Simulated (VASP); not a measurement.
# VOs (P-6m2) in VASP: further runs

The runs below take VOs through single point, with LDA.

Everything below comes from runs of VASP 6.6.1. Logs are shortened: lines on timing, memory, paths and dates and some standing lists are left out, and cuts for length are marked.

## (1) The cell of the first run

Symmetry: P-6m2, No. 187, hexagonal system. Conventional cell: a = 2.763 Å, b = 2.763 Å, c = 4.258 Å, α = 90.00°, β = 90.00°, γ = 120.00°. Within 3.5 Å of V (site symmetry -6m2) lie 6 Os at 2.66 Å and 6 V at 2.76 Å. Within 3.5 Å of Os (site symmetry -6m2) lie 6 V at 2.66 Å and 6 Os at 2.76 Å.

## (2) Single point, LDA, collinear spin, zero start

Contents of INCAR:

```
SYSTEM = VOs
ALGO = Normal
EDIFF = 1E-6
ENCUT = 520
GGA = CA
ISIF = 2
ISMEAR = -1
ISPIN = 2
LASPH = .TRUE.
LCHARG = .FALSE.
LMAXMIX = 4
LORBIT = 11
LREAL = .FALSE.
LWAVE = .FALSE.
MAGMOM = 0 0
NBANDS = 22
NELM = 150
NUPDOWN = 0.0
PREC = Accurate
SIGMA = 0.1
```

Contents of KPOINTS:

```
k-points
0
G
  11 11 7
  0 0 0
```

Contents of POSCAR:

```
VOs
1.0
    2.7634120100      0.0000000000      0.0000000000
   -1.3817060000      2.3931850000      0.0000000000
    0.0000000000      0.0000000000      4.2580210000
V Os
1 1
Direct
    0.6666666687      0.3333333278      0.0000000000
    0.0000000000      0.0000000000      0.5000000000
```

Potentials or basis: VASP PAW LDA potentials, release 64 (V_sv, Os).

Command:

```console
cat potpaw_LDA.64/V_sv/POTCAR potpaw_LDA.64/Os/POTCAR > POTCAR
mpirun -np 1 vasp_std > vasp.out
```

OUTCAR:

```text
SYSTEM = VOs
   EDIFF = 1E-6
   ENCUT = 520
   GGA = CA
   ISIF = 2
   ISMEAR = -1
   ISPIN = 2
   LASPH = .TRUE.
   LORBIT = 11
   LREAL = .FALSE.
   NELM = 150
   NUPDOWN = 0.0
   PREC = Accurate

 ion  position               nearest neighbor table
   1  0.667  0.333  0.000-   2 2.66   2 2.66   2 2.66   2 2.66   2 2.66   2 2.66
   2  0.000  0.000  0.500-   1 2.66   1 2.66   1 2.66   1 2.66   1 2.66   1 2.66

  LATTYP: Found a hexagonal cell.
 ALAT       =     2.7634120100
 C/A-ratio  =     1.5408563705

  Lattice vectors:

 A1 = (   2.7634120100,   0.0000000000,   0.0000000000)
 A2 = (  -1.3817060000,   2.3931850000,   0.0000000000)
 A3 = (   0.0000000000,   0.0000000000,   4.2580210000)

Analysis of symmetry for initial positions (statically):
=====================================================================
 Subroutine PRICEL returns:
 Original cell was already a primitive cell.

 Routine SETGRP: Setting up the symmetry group for a
 hexagonal supercell.

 Subroutine GETGRP returns: Found 12 space group operations
 (whereof 12 operations were pure point group operations)
 out of a pool of 24 trial point group operations.

The static configuration has the point symmetry D_3h.

Analysis of symmetry for dynamics (positions and initial velocities):
=====================================================================
 Subroutine PRICEL returns:
 Original cell was already a primitive cell.

 Routine SETGRP: Setting up the symmetry group for a
 hexagonal supercell.

 Subroutine GETGRP returns: Found 12 space group operations
 (whereof 12 operations were pure point group operations)
 out of a pool of 24 trial point group operations.

The dynamic configuration has the point symmetry D_3h.

Analysis of structural, dynamic, and magnetic symmetry:
=====================================================================
 Subroutine PRICEL returns:
 Original cell was already a primitive cell.

 Routine SETGRP: Setting up the symmetry group for a
 hexagonal supercell.

 Subroutine GETGRP returns: Found 12 space group operations
 (whereof 12 operations were pure point group operations)
 out of a pool of 24 trial point group operations.

The overall configuration has the point symmetry D_3h.

 Subroutine INISYM returns: Found 12 space group operations
 (whereof 12 operations are pure point group operations),
 and found     1 'primitive' translations

----------------------------------------------------------------------------------------

                                     Primitive cell

  volume of cell :      28.1598

  direct lattice vectors                    reciprocal lattice vectors
     2.763412010  0.000000000  0.000000000     0.361871482  0.208926597  0.000000000
    -1.381706000  2.393185000  0.000000000     0.000000000  0.417853196  0.000000000
     0.000000000  0.000000000  4.258021000     0.000000000  0.000000000  0.234850885

  length of vectors
     2.763412010  2.763412006  4.258021000     0.417853195  0.417853196  0.234850885

  position of ions in fractional coordinates (direct lattice)
     0.666666669  0.333333328  0.000000000
     0.000000000  0.000000000  0.500000000

  ion indices of the primitive-cell ions
   primitive index   ion index
                 1           1
                 2           2

----------------------------------------------------------------------------------------

 KPOINTS: k-points

Automatic generation of k-mesh.
 Grid dimensions read from file:
 generate k-points for:   11   11    7

 Generating k-lattice:

  Cartesian coordinates                     Fractional coordinates (reciprocal lattice)
     0.032897407  0.018993327  0.000000000     0.090909091 -0.000000000  0.000000000
     0.000000000  0.037986654  0.000000000     0.000000000  0.090909091  0.000000000
     0.000000000  0.000000000  0.033550126     0.000000000  0.000000000  0.142857143

  Length of vectors
     0.037986654  0.037986654  0.033550126

  Shift w.r.t. Gamma in fractional coordinates (k-lattice)
     0.000000000  0.000000000  0.000000000

 Subroutine IBZKPT returns following result:
 ===========================================

 Found     64 irreducible k-points:

 Following reciprocal coordinates:
            Coordinates               Weight
  0.000000  0.000000  0.000000      1.000000
  0.090909  0.000000  0.000000      6.000000
  0.181818  0.000000  0.000000      6.000000
  0.272727  0.000000  0.000000      6.000000
  0.363636  0.000000  0.000000      6.000000
  0.454545  0.000000  0.000000      6.000000
[... 16 lines left out ...]
  0.090909  0.090909  0.142857     12.000000
  0.181818  0.090909  0.142857     24.000000
 [... further k-points ...]
   k-points           NKPTS =     64   k-points in BZ     NKDIM =     64   number of bands    NBANDS=     22
   number of dos      NEDOS =    301   number of ions     NIONS =      2
   total plane-waves  NPLWV =  18432
   dimension x,y,z NGX =    24 NGY =   24 NGZ =   32
   dimension x,y,z NGXF=    48 NGYF=   48 NGZF=   64
   ions per type =               1   1
   NGX,Y,Z   is equivalent  to a cutoff of  14.44, 14.44, 12.49 a.u.
   NGXF,Y,Z  is equivalent  to a cutoff of  28.88, 28.88, 24.99 a.u.
 SYSTEM =  VOs
   PREC   = accura    normal or accurate (medium, high low for compatibility)
   ISTART =      0    job   : 0-new  1-cont  2-samecut
   ICHARG =      2    charge: 1-file 2-atom 10-const
   ISPIN  =      2    spin polarized calculation?
   LNONCOLLINEAR =      F non collinear calculations
   LSORBIT =      F    spin-orbit coupling
   LASPH  =      T    aspherical Exc in radial PAW
   ENCUT  =  520.0 eV  38.22 Ry    6.18 a.u.   5.14  5.14  7.92*2*pi/ulx,y,z
   NELM   =    150;   NELMIN=  2; NELMDL= -5     # of ELM steps
   EDIFF  = 0.1E-05   stopping-criterion for ELM
   LREAL  =      F    real-space projection
   EDIFFG = 0.1E-04   stopping-criterion for IOM
   NSW    =      0    number of steps for IOM
   IBRION =     -1    ionic relax: 0-MD 1-quasi-New 2-CG
   NFREE  =      0    steps in history (QN), initial steepest desc. (CG)
   ISIF   =      2    stress and relaxation
   ISYM   =      2    0-nonsym 1-usesym 2-fastsym
   POTIM  = 0.5000    time-step for ionic-motion
   TEBEG  =    0.0;   TEEND  =   0.0 temperature during run
   PSTRESS=    0.0 pullay stress
   NELECT =      21.0000    total number of electrons
   NUPDOWN=       0.0000    fix difference up-down
   EMIN   =  10.00;   EMAX   =-10.00  energy-range for DOS
   EFERMI =   0.00;   METHOD = LEGACY
   ISMEAR =    -1;   SIGMA  =   0.10  broadening in eV -4-tet -1-fermi 0-gaus
   EFERMI_NEDOS =   21; number of points for ismear=-14 and -15
   IALGO  =     38    algorithm
   IMIX   =      4    mixing-type and parameters
     AMIX     =   0.40;   BMIX     =  1.00
     AMIX_MAG =   1.60;   BMIX_MAG =  1.00
  volume/ion in A,a.u.               =      14.08        95.02
  Fermi-wavevector in a.u.,A,eV,Ry     =   1.484584  2.805456 29.987088  2.203989
  Thomas-Fermi vector in A             =   2.598102
   LORBIT       =     11    0 simple, 1 ext, 2 COOP (PROOUT), +10 PAW based schemes
   GGA     = CA    functional components
   LHFCALC =     F    Hartree Fock is set to
   AEXX    =    0.0000 exact exchange contribution
   IVDW    =     0    specifies the selected vdW correction
   LEPSILON=     F    determine dielectric tensor
   LRPA    =     F    only Hartree local field effects (RPA)
 spin polarized calculation
  energy-cutoff  :      520.00
  volume of cell :       28.16
 maximum number of plane-waves:       769
 NGX is ok and might be reduce to    24
   NGX = 11   NGY = 11   NGZ = 15

 number of electron      20.9999997 magnetization       0.0000000

 number of electron      20.9999997 magnetization      -0.0000000

 Free energy of the ion-electron system (eV)
  ---------------------------------------------------
  ext. energy  EPLUGINS =         0.00000000
  ---------------------------------------------------
  free energy    TOTEN  =       -22.55999898 eV

  energy without entropy =      -22.44564448  energy(sigma->0) =      -22.50282173

 E-fermi :   9.0257     XC(G=0): -13.5624

 val. band max:        9.0193015394   @ k =   0.2727   0.0000   0.0000
 cond. band min:       9.0277312647   @ k =   0.4545   0.0909   0.1429
 fundamental gap:      0.0084297253
 Fermi energy:         9.0257130947

 spin component 1

 k-point     1 :       0.0000    0.0000    0.0000
  band No.  band energies     occupation
      1     -54.2507      1.00000
      2     -28.5328      1.00000
      3     -28.2280      1.00000
      4     -28.2280      1.00000
      5       0.1778      1.00000
      6       3.6790      1.00000
[... 14 lines left out ...]
     21      30.6619      0.00000
     22      30.6619      0.00000

 k-point     2 :       0.0909    0.0000    0.0000
  band No.  band energies     occupation
      1     -54.2437      1.00000
      2     -28.5279      1.00000
      3     -28.2704      1.00000
      4     -28.2376      1.00000
      5       0.4950      1.00000
      6       3.8878      1.00000
[... 14 lines left out ...]
     21      29.2451      0.00000
     22      29.9690      0.00000

 k-point     3 :       0.1818    0.0000    0.0000
  band No.  band energies     occupation
      1     -54.2251      1.00000
      2     -28.5146      1.00000
      3     -28.3830      1.00000
      4     -28.2633      1.00000
      5       1.3659      1.00000
      6       4.3809      1.00000
[... 14 lines left out ...]
     21      27.6622      0.00000
     22      29.3103      0.00000
[... 476 lines left out ...]
 k-point    23 :       0.0909    0.0909    0.1429
  band No.  band energies     occupation
      1     -54.2306      1.00000
      2     -28.5225      1.00000
      3     -28.3449      1.00000
      4     -28.2580      1.00000
      5       1.2692      1.00000
      6       4.3364      1.00000
[... 14 lines left out ...]
     21      28.3289      0.00000
     22      29.3235      0.00000

 k-point    24 :       0.1818    0.0909    0.1429
  band No.  band energies     occupation
      1     -54.2092      1.00000
      2     -28.5059      1.00000
      3     -28.4669      1.00000
      4     -28.2941      1.00000
      5       2.2888      1.00000
      6       4.8133      1.00000
[... 14 lines left out ...]
     21      27.9802      0.00000
     22      29.8384      0.00000

 [... further k-points ...]

 spin component 2

 k-point     1 :       0.0000    0.0000    0.0000
  band No.  band energies     occupation
      1     -54.2507      1.00000
      2     -28.5328      1.00000
      3     -28.2280      1.00000
      4     -28.2280      1.00000
      5       0.1778      1.00000
      6       3.6790      1.00000
[... 14 lines left out ...]
     21      30.6619      0.00000
     22      30.6619      0.00000

 k-point     2 :       0.0909    0.0000    0.0000
  band No.  band energies     occupation
      1     -54.2437      1.00000
      2     -28.5279      1.00000
      3     -28.2704      1.00000
      4     -28.2376      1.00000
      5       0.4950      1.00000
      6       3.8878      1.00000
[... 14 lines left out ...]
     21      29.2451      0.00000
     22      29.9690      0.00000

 k-point     3 :       0.1818    0.0000    0.0000
  band No.  band energies     occupation
      1     -54.2251      1.00000
      2     -28.5146      1.00000
      3     -28.3830      1.00000
      4     -28.2633      1.00000
      5       1.3659      1.00000
      6       4.3809      1.00000
[... 14 lines left out ...]
     21      27.6622      0.00000
     22      29.3103      0.00000
[... 476 lines left out ...]
 k-point    23 :       0.0909    0.0909    0.1429
  band No.  band energies     occupation
      1     -54.2306      1.00000
      2     -28.5225      1.00000
      3     -28.3449      1.00000
      4     -28.2580      1.00000
      5       1.2692      1.00000
      6       4.3364      1.00000
[... 14 lines left out ...]
     21      28.3289      0.00000
     22      29.3235      0.00000

 k-point    24 :       0.1818    0.0909    0.1429
  band No.  band energies     occupation
      1     -54.2092      1.00000
      2     -28.5059      1.00000
      3     -28.4669      1.00000
      4     -28.2941      1.00000
      5       2.2888      1.00000
      6       4.8133      1.00000
[... 14 lines left out ...]
     21      27.9802      0.00000
     22      29.8384      0.00000

 [... further k-points ...]
[... 5 lines left out ...]
  --------------------------------------------------------------------------------------
  -------------------------------------------------------------------------------------
  Total       -2.5890307     -2.5890307     -2.8879258     -0.0000000      0.0000000     -0.0000000
  in kB     -147.3051991   -147.3051989   -164.3110971     -0.0000003      0.0000000     -0.0000000
  external PRESSURE =    -152.9738317 kB  Pullay stress =       0.0000000 kB

 VOLUME and BASIS-vectors are now :
 -----------------------------------------------------------------------------
  energy-cutoff  :      520.00
  volume of cell :       28.16
      direct lattice vectors                 reciprocal lattice vectors
     2.763412010  0.000000000  0.000000000     0.361871482  0.208926597  0.000000000
    -1.381706000  2.393185000  0.000000000     0.000000000  0.417853196  0.000000000
     0.000000000  0.000000000  4.258021000     0.000000000  0.000000000  0.234850885

 POSITION                                       TOTAL-FORCE (eV/Angst)
 -----------------------------------------------------------------------------------
      1.38171      0.79773      0.00000         0.000000     -0.000000      0.000000
      0.00000      0.00000      2.12901        -0.000000      0.000000      0.000000
 -----------------------------------------------------------------------------------
    total drift:                               -0.000023      0.000023     -0.000000

  FREE ENERGIE OF THE ION-ELECTRON SYSTEM (eV)
  ---------------------------------------------------
  free  energy   TOTEN  =       -22.5599989786 eV

  energy  without entropy=      -22.4456444762  energy(sigma->0) =      -22.50282173

 total charge

# of ion       s       p       d       tot
------------------------------------------
    1        2.322   6.223   3.086  11.630
    2        0.686   0.650   6.233   7.569
--------------------------------------------------
tot          3.008   6.873   9.319  19.199

 magnetization (x)

# of ion       s       p       d       tot
------------------------------------------
    1       -0.000  -0.000  -0.000  -0.000
    2        0.000   0.000   0.000   0.000
--------------------------------------------------
tot          0.000  -0.000   0.000   0.000
```

Wall time 58 s (1 thread of Intel Xeon Platinum 8488C (Sapphire Rapids), shared host); peak memory 0.19 GiB.

What came out:

| Property | Result |
| --- | --- |
| Free energy | -22.5600 eV |
| Pressure | -15.3 GPa |
| Net moment | 0.00 μB per cell |
| Valence electrons inside the program's atomic spheres | V 11.63; Os 7.57 |

Caveat: spin-orbit coupling is left out, which moves the levels of the heavy elements; the total moment is fixed, so each spin has its own Fermi level.

(Part 1 of 2 ends here.)
